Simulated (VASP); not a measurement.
BAs, 2 atoms in the cell. The structure is cubic, space group F-43m (No. 216). Conventional cell: a = 4.640 Å, b = 4.640 Å, c = 4.640 Å, α = 90.00°, β = 90.00°, γ = 90.00°. Within 2.7 Å of B (site symmetry -43m) lie 4 As at 2.01 Å. Within 2.7 Å of As (site symmetry -43m) lie 4 B at 2.01 Å.  This cell differs from its parent crystal: strain -3.0%.

```yaml
Program: VASP 6.6.1
Task: single point
Functional: r2SCAN
Potentials_or_basis: VASP PAW PBE potentials, release 64 (B, As)
Cutoff: 520 eV
k_mesh: 10 × 10 × 10
Occupations: gaussian, width 0.01 eV
Spin: no spin polarisation
Dipole_correction: no
Further_INCAR_settings: ALGO = Normal; EDIFF = 1e-06; NBANDS = 11
```

Potentials or basis: VASP PAW PBE potentials, release 64 (B, As).

Run with:

```console
$ cat potpaw_PBE.64/B/POTCAR potpaw_PBE.64/As/POTCAR > POTCAR
$ cp INCAR.step1 INCAR
$ mpirun -np 1 vasp_std > vasp.out
$ cp INCAR.step2 INCAR
$ mpirun -np 1 vasp_std > vasp.out
```

Hardware: 1 thread of Intel(R) Xeon(R) 6975P-C (Granite Rapids), with other jobs on the host.

Problem. Estimate the wall time of this run.

Solution. Run time: 22 s on 1 thread of Intel(R) Xeon(R) 6975P-C (Granite Rapids) (shared host), peak memory 0.15 GiB. Counts: k points 47.
